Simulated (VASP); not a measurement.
# SrTiO3 (P4/mmm) in VASP: single point with r2SCAN

Aim: the single point of SrTiO3 with r2SCAN.

Everything below comes from runs of VASP 6.6.1. Logs are shortened: lines on timing, memory, paths and dates and some standing lists are left out, and cuts for length are marked.

## (1) The cell of the first run

The structure is tetragonal, space group P4/mmm (No. 123). The conventional cell has a = 3.849 Å, b = 3.849 Å, c = 3.943 Å, α = 90.00°, β = 90.00°, γ = 90.00°. Within 3.6 Å of Sr (site symmetry 4/mmm) lie 12 O at 2.72 to 2.76 Å and 8 Ti at 3.36 Å. Within 2.6 Å of Ti (site symmetry 4/mmm) lie 6 O at 1.92 to 1.97 Å. O (site symmetry mmm) has 2 Ti at 1.92 Å within 2.6 Å. Within 2.6 Å of O (site symmetry 4/mmm) lie 2 Ti at 1.97 Å.

## (2) Single point, r2SCAN

File POSCAR:

```
SrTiO3
1.0
    3.8492788677      0.0000000000      0.0000000000
    0.0000000000      3.8492788677      0.0000000000
    0.0000000000      0.0000000000      3.9432065170
Sr Ti O
1 1 3
Direct
    0.0000000000      0.0000000000      0.0000000000
    0.5000000000      0.5000000000      0.5000000000
    0.0000000000      0.5000000000      0.5000000000
    0.5000000000      0.0000000000      0.5000000000
    0.5000000000      0.5000000000      0.0000000000
```

File INCAR.step1:

```
SYSTEM = SrTiO3
PREC     = Accurate       ! precision mode
ENCUT    = 520            ! plane-wave cutoff, eV
ISMEAR   = 0              ! smearing method
SIGMA    = 0.02           ! smearing width, eV
LREAL    = .FALSE.        ! projectors in reciprocal space
LASPH    = .TRUE.         ! aspherical terms in the spheres
NELM     = 80             ! most SCF steps
NBANDS   = 28             ! bands
GGA      = PE             ! functional
ALGO     = Normal         ! electronic algorithm
EDIFF    = 1E-4           ! SCF threshold, eV
LWAVE    = .TRUE.         ! write WAVECAR
LCHARG   = .FALSE.        ! write CHGCAR
```

File INCAR.step2:

```
SYSTEM = SrTiO3
PREC     = Accurate       ! precision mode
ENCUT    = 520            ! plane-wave cutoff, eV
EDIFF    = 1E-7           ! SCF threshold, eV
ISMEAR   = 0              ! smearing method
SIGMA    = 0.02           ! smearing width, eV
LREAL    = .FALSE.        ! projectors in reciprocal space
LASPH    = .TRUE.         ! aspherical terms in the spheres
NELM     = 80             ! most SCF steps
ALGO     = Normal         ! electronic algorithm
ISIF     = 2              ! what is computed and relaxed
LWAVE    = .FALSE.        ! write WAVECAR
LCHARG   = .FALSE.        ! write CHGCAR
METAGGA  = R2SCAN         ! meta-GGA
LMIXTAU  = .TRUE.       
NBANDS   = 28             ! bands
ISTART   = 1
```

File KPOINTS:

```
Automatic mesh
0
G
  7 7 7
  0 0 0
```

Potentials or basis: VASP PAW PBE potentials, release 64 (Sr_sv, Ti_sv, O).

Run with:

```sh
> cat potpaw_PBE.64/Sr_sv/POTCAR potpaw_PBE.64/Ti_sv/POTCAR potpaw_PBE.64/O/POTCAR > POTCAR
> cp INCAR.step1 INCAR
> mpirun -np 1 vasp_std > vasp.out
> cp INCAR.step2 INCAR
> mpirun -np 1 vasp_std > vasp.out
```

OUTCAR:

```text
SYSTEM = SrTiO3
   PREC = Accurate
   ENCUT = 520
   EDIFF = 1E-7
   ISMEAR = 0
   LREAL = .FALSE.
   LASPH = .TRUE.
   NELM = 80
   ISIF = 2
   METAGGA = R2SCAN
   ISTART = 1

 ion  position               nearest neighbor table
   1  0.000  0.000  0.000-   5 2.72   5 2.72   5 2.72   5 2.72   4 2.76   3 2.76   4 2.76   3 2.76
                             4 2.76   3 2.76   4 2.76   3 2.76   2 3.36   2 3.36   2 3.36   2 3.36
   2  0.500  0.500  0.500-   3 1.92   4 1.92   4 1.92   3 1.92   5 1.97   5 1.97   1 3.36   1 3.36
                             1 3.36   1 3.36   1 3.36   1 3.36   1 3.36   1 3.36
   3  0.000  0.500  0.500-   2 1.92   2 1.92   1 2.76   1 2.76   1 2.76   1 2.76
   4  0.500  0.000  0.500-   2 1.92   2 1.92   1 2.76   1 2.76   1 2.76   1 2.76
   5  0.500  0.500  0.000-   2 1.97   2 1.97   1 2.72   1 2.72   1 2.72   1 2.72

  LATTYP: Found a simple tetragonal cell.
 ALAT       =     3.8492788677
 C/A-ratio  =     1.0244013626

  Lattice vectors:

 A1 = (   3.8492788677,   0.0000000000,   0.0000000000)
 A2 = (   0.0000000000,   3.8492788677,   0.0000000000)
 A3 = (   0.0000000000,   0.0000000000,   3.9432065170)

Analysis of symmetry for initial positions (statically):
=====================================================================
 Subroutine PRICEL returns:
 Original cell was already a primitive cell.

 Routine SETGRP: Setting up the symmetry group for a
 simple tetragonal supercell.

 Subroutine GETGRP returns: Found 16 space group operations
 (whereof 16 operations were pure point group operations)
 out of a pool of 16 trial point group operations.

The static configuration has the point symmetry D_4h.

Analysis of symmetry for dynamics (positions and initial velocities):
=====================================================================
 Subroutine PRICEL returns:
 Original cell was already a primitive cell.

 Routine SETGRP: Setting up the symmetry group for a
 simple tetragonal supercell.

 Subroutine GETGRP returns: Found 16 space group operations
 (whereof 16 operations were pure point group operations)
 out of a pool of 16 trial point group operations.

The dynamic configuration has the point symmetry D_4h.

 Subroutine INISYM returns: Found 16 space group operations
 (whereof 16 operations are pure point group operations),
 and found     1 'primitive' translations

----------------------------------------------------------------------------------------

                                     Primitive cell

  volume of cell :      58.4263

  direct lattice vectors                    reciprocal lattice vectors
     3.849278868  0.000000000  0.000000000     0.259788920  0.000000000  0.000000000
     0.000000000  3.849278868  0.000000000     0.000000000  0.259788920  0.000000000
     0.000000000  0.000000000  3.943206517     0.000000000  0.000000000  0.253600717

  length of vectors
     3.849278868  3.849278868  3.943206517     0.259788920  0.259788920  0.253600717

  position of ions in fractional coordinates (direct lattice)
     0.000000000  0.000000000  0.000000000
     0.500000000  0.500000000  0.500000000
     0.000000000  0.500000000  0.500000000
     0.500000000  0.000000000  0.500000000
     0.500000000  0.500000000  0.000000000

  ion indices of the primitive-cell ions
   primitive index   ion index
                 1           1
                 2           2
                 3           3
                 4           4
                 5           5

----------------------------------------------------------------------------------------

 KPOINTS: Automatic mesh

Automatic generation of k-mesh.
 Grid dimensions read from file:
 generate k-points for:    7    7    7

 Generating k-lattice:

  Cartesian coordinates                     Fractional coordinates (reciprocal lattice)
     0.037112703  0.000000000  0.000000000     0.142857143  0.000000000  0.000000000
     0.000000000  0.037112703  0.000000000     0.000000000  0.142857143  0.000000000
     0.000000000  0.000000000  0.036228674     0.000000000  0.000000000  0.142857143

  Length of vectors
     0.037112703  0.037112703  0.036228674

  Shift w.r.t. Gamma in fractional coordinates (k-lattice)
     0.000000000  0.000000000  0.000000000

 Subroutine IBZKPT returns following result:
 ===========================================

 Found     40 irreducible k-points:

 Following reciprocal coordinates:
            Coordinates               Weight
  0.000000  0.000000  0.000000      1.000000
  0.142857  0.000000  0.000000      4.000000
  0.285714  0.000000  0.000000      4.000000
  0.428571  0.000000  0.000000      4.000000
  0.142857  0.142857  0.000000      4.000000
  0.285714  0.142857  0.000000      8.000000
[... 16 lines left out ...]
  0.285714  0.000000  0.285714      8.000000
  0.428571  0.000000  0.285714      8.000000
 [... further k-points ...]
   k-points           NKPTS =     40   k-points in BZ     NKDIM =     40   number of bands    NBANDS=     28
   number of dos      NEDOS =    301   number of ions     NIONS =      5
   total plane-waves  NPLWV =  27000
   dimension x,y,z NGX =    30 NGY =   30 NGZ =   30
   dimension x,y,z NGXF=    60 NGYF=   60 NGZF=   60
   ions per type =               1   1   3
   NGX,Y,Z   is equivalent  to a cutoff of  12.96, 12.96, 12.65 a.u.
   NGXF,Y,Z  is equivalent  to a cutoff of  25.91, 25.91, 25.30 a.u.
 SYSTEM =  SrTiO3
   PREC   = accura    normal or accurate (medium, high low for compatibility)
   ISTART =      1    job   : 0-new  1-cont  2-samecut
   ICHARG =      0    charge: 1-file 2-atom 10-const
   ISPIN  =      1    spin polarized calculation?
   LNONCOLLINEAR =      F non collinear calculations
   LSORBIT =      F    spin-orbit coupling
   LASPH  =      T    aspherical Exc in radial PAW
   ENCUT  =  520.0 eV  38.22 Ry    6.18 a.u.   7.16  7.16  7.33*2*pi/ulx,y,z
   NELM   =     80;   NELMIN=  2; NELMDL=  0     # of ELM steps
   EDIFF  = 0.1E-06   stopping-criterion for ELM
   LREAL  =      F    real-space projection
   EDIFFG = 0.1E-05   stopping-criterion for IOM
   NSW    =      0    number of steps for IOM
   IBRION =     -1    ionic relax: 0-MD 1-quasi-New 2-CG
   NFREE  =      0    steps in history (QN), initial steepest desc. (CG)
   ISIF   =      2    stress and relaxation
   ISYM   =      2    0-nonsym 1-usesym 2-fastsym
   POTIM  = 0.5000    time-step for ionic-motion
   TEBEG  =    0.0;   TEEND  =   0.0 temperature during run
   PSTRESS=    0.0 pullay stress
   NELECT =      40.0000    total number of electrons
   NUPDOWN=      -1.0000    fix difference up-down
   EMIN   =  10.00;   EMAX   =-10.00  energy-range for DOS
   EFERMI =   0.00;   METHOD = LEGACY
   ISMEAR =     0;   SIGMA  =   0.02  broadening in eV -4-tet -1-fermi 0-gaus
   EFERMI_NEDOS =   21; number of points for ismear=-14 and -15
   IALGO  =     38    algorithm
   IMIX   =      4    mixing-type and parameters
     AMIX     =   0.40;   BMIX     =  1.00
     AMIX_MAG =   1.60;   BMIX_MAG =  1.00
  volume/ion in A,a.u.               =      11.69        78.86
  Fermi-wavevector in a.u.,A,eV,Ry     =   1.442864  2.726618 28.325378  2.081857
  Thomas-Fermi vector in A             =   2.561336
   LORBIT       =      0    0 simple, 1 ext, 2 COOP (PROOUT), +10 PAW based schemes
   METAGGA = R2SCAN    functional components
   LHFCALC =     F    Hartree Fock is set to
   AEXX    =    0.0000 exact exchange contribution
   IVDW    =     0    specifies the selected vdW correction
   LEPSILON=     F    determine dielectric tensor
   LRPA    =     F    only Hartree local field effects (RPA)
 non-spin polarized calculation
 Gauss-broadening in eV      SIGMA  =   0.02
  energy-cutoff  :      520.00
  volume of cell :       58.43
 maximum number of plane-waves:      1587
 NGX is ok and might be reduce to    30
   NGX = 15   NGY = 15   NGZ = 15

 number of electron      40.0000012 magnetization

 Free energy of the ion-electron system (eV)
  ---------------------------------------------------
  ext. energy  EPLUGINS =         0.00000000
  ---------------------------------------------------
  free energy    TOTEN  =       -63.28661992 eV

  energy without entropy =      -63.28661992  energy(sigma->0) =      -63.28661992

 E-fermi :   4.1189     XC(G=0): -12.0436

 val. band max:        3.9435994156   @ k =   0.4286   0.4286   0.4286
 cond. band min:       6.3110087487   @ k =   0.0000   0.0000   0.0000
 fundamental gap:      2.3674093332
 Fermi energy:         4.1189215103

 k-point     1 :       0.0000    0.0000    0.0000
  band No.  band energies     occupation
      1     -54.5764      2.00000
      2     -29.8056      2.00000
      3     -29.7966      2.00000
      4     -29.7966      2.00000
      5     -29.7720      2.00000
      6     -14.4930      2.00000
[... 20 lines left out ...]
     27      10.1155      0.00000
     28      11.2742      0.00000

 k-point     2 :       0.1429    0.0000    0.0000
  band No.  band energies     occupation
      1     -54.5760      2.00000
      2     -29.8616      2.00000
      3     -29.7959      2.00000
      4     -29.7713      2.00000
      5     -29.7535      2.00000
      6     -14.4784      2.00000
[... 20 lines left out ...]
     27      10.4890      0.00000
     28      11.7688      0.00000

 k-point     3 :       0.2857    0.0000    0.0000
  band No.  band energies     occupation
      1     -54.5751      2.00000
      2     -29.9237      2.00000
      3     -29.7944      2.00000
      4     -29.7698      2.00000
      5     -29.7200      2.00000
      6     -14.5310      2.00000
[... 20 lines left out ...]
     27      11.3521      0.00000
     28      12.8825      0.00000

 k-point     4 :       0.4286    0.0000    0.0000
  band No.  band energies     occupation
      1     -54.5744      2.00000
      2     -29.9645      2.00000
      3     -29.7932      2.00000
      4     -29.7685      2.00000
      5     -29.7017      2.00000
      6     -14.6226      2.00000
[... 578 lines left out ...]
     27      11.5808      0.00000
     28      12.9162      0.00000

 k-point    23 :       0.2857    0.0000    0.2857
  band No.  band energies     occupation
      1     -54.5742      2.00000
      2     -29.8994      2.00000
      3     -29.8316      2.00000
      4     -29.7928      2.00000
      5     -29.7137      2.00000
      6     -14.3448      2.00000
[... 20 lines left out ...]
     27      12.4743      0.00000
     28      13.0543      0.00000

 k-point    24 :       0.4286    0.0000    0.2857
  band No.  band energies     occupation
      1     -54.5735      2.00000
      2     -29.9238      2.00000
      3     -29.8166      2.00000
      4     -29.7917      2.00000
      5     -29.7274      2.00000
      6     -14.2742      2.00000
[... 20 lines left out ...]
     27      13.1243      0.00000
     28      13.3685      0.00000

 [... further k-points ...]

------------------------ aborting loop because EDIFF is reached ----------------------------------------

  FORCE on cell =-STRESS in cart. coord.  units (eV):
  Direction    XX          YY          ZZ          XY          YZ          ZX
  --------------------------------------------------------------------------------------
  -------------------------------------------------------------------------------------
  Total        2.6747584      2.6747584      0.3433354      0.0000000      0.0000000      0.0000000
  in kB       73.3477625     73.3477625      9.4150125      0.0000000      0.0000000      0.0000000
  external PRESSURE =      52.0368459 kB  Pullay stress =       0.0000000 kB

 VOLUME and BASIS-vectors are now :
 -----------------------------------------------------------------------------
  energy-cutoff  :      520.00
  volume of cell :       58.43
      direct lattice vectors                 reciprocal lattice vectors
     3.849278868  0.000000000  0.000000000     0.259788920  0.000000000  0.000000000
     0.000000000  3.849278868  0.000000000     0.000000000  0.259788920  0.000000000
     0.000000000  0.000000000  3.943206517     0.000000000  0.000000000  0.253600717

 POSITION                                       TOTAL-FORCE (eV/Angst)
 -----------------------------------------------------------------------------------
      0.00000      0.00000      0.00000         0.000000      0.000000      0.000000
      1.92464      1.92464      1.97160         0.000000      0.000000      0.000000
      0.00000      1.92464      1.97160         0.000000      0.000000      0.000000
      1.92464      0.00000      1.97160         0.000000      0.000000      0.000000
      1.92464      1.92464      0.00000         0.000000      0.000000      0.000000
 -----------------------------------------------------------------------------------
    total drift:                                0.000000      0.000000     -0.000000

  FREE ENERGIE OF THE ION-ELECTRON SYSTEM (eV)
  ---------------------------------------------------
  free  energy   TOTEN  =       -63.2866199193 eV

  energy  without entropy=      -63.2866199193  energy(sigma->0) =      -63.28661992
```

Wall time 7 min (1 thread of Intel Xeon 8259CL, shared host); peak memory 0.21 GiB.

What came out:

```yaml
Free_energy: -63.2866 eV
Pressure: 5.2 GPa
Band_gap_on_the_k_mesh: 2.37 eV, indirect (least direct gap 2.67 eV)
```

Stress tensor (GPa, compression positive):
```
7.33 0.00 0.00
0.00 7.33 0.00
0.00 0.00 0.94
```

Caveat: the PAW data sets were made with another functional, which shifts forces and pressure a little. r2SCAN opens gaps a little over a GGA but as a rule still falls short of measured ones.
